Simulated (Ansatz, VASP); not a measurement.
## Hf in VASP and in Ansatz

Contents of INCAR:

```
SYSTEM = Hf
PREC = Accurate
ENCUT = 520
EDIFF = 1E-7
ISMEAR = -1
SIGMA = 0.1
LREAL = .FALSE.
LASPH = .TRUE.
NELM = 80
ALGO = Normal
ISIF = 2
LWAVE = .FALSE.
LCHARG = .FALSE.
NBANDS = 11
```

KPOINTS

```
regular mesh
0
G
  13 13 13
  0 0 0
```

The input POSCAR:

```
Hf
1.0
    2.7465581573      0.0000000000      0.0000000000
    0.0000000000      2.7465581573      0.0000000000
    0.0000000000      0.0000000000      2.7465581573
Hf
1
Direct
    0.0000000000      0.0000000000      0.0000000000
```

Input for Ansatz:

```yaml
crystal:
  lattice:
    - [2.7465581573, 0.0, 0.0]
    - [0.0, 2.7465581573, 0.0]
    - [0.0, 0.0, 2.7465581573]
  atoms:
    - { symbol: Hf, position: [0.0, 0.0, 0.0] }
hamiltonian:
  xc: lda
  pseudopotentials:
    kind: paw
    azcp:
      Hf: "pseudopotentials/Hf.paw.azcp"
basis:
  ecutwfc: 420
  fft_grid_basis: typed
kpoints:
  mp_grid: { grid: [13, 13, 13], shift: [0, 0, 0] }
magnetization:
  spin_polarized: false
scf:
  occupations: { method: fermi_dirac, width: 0.1 }
  lower_state_search: "off"
output:
  stress: true
```

Alike in both runs: task single point; functional LDA; k mesh 13 × 13 × 13; occupations fermi-dirac, width 0.1 eV; no spin polarisation.

```csv
,VASP,Ansatz
version,VASP 6.6.1,Ansatz 0.2.0
potentials or method,"VASP PAW LDA potentials, release 64 (Hf_pv), cutoff 520 eV","plane waves (420 eV) with PAW, scalar-relativistic"
valence electrons in the cell,10,26
```

|  | VASP | Ansatz | Ansatz less VASP |
| --- | --- | --- | --- |
| pressure (GPa) | 8.9 | 9.0 | +0.06 |

Ansatz warns that its potentials were made for another functional, while VASP's fit it. LDA's correlation is that of Perdew and Zunger in VASP and of Perdew and Wang (1992) in Ansatz. VASP's potentials hold 10 valence electrons a cell and Ansatz's 26, so a difference there can come from the potentials and not from the codes.

Neither program's run includes spin-orbit coupling.
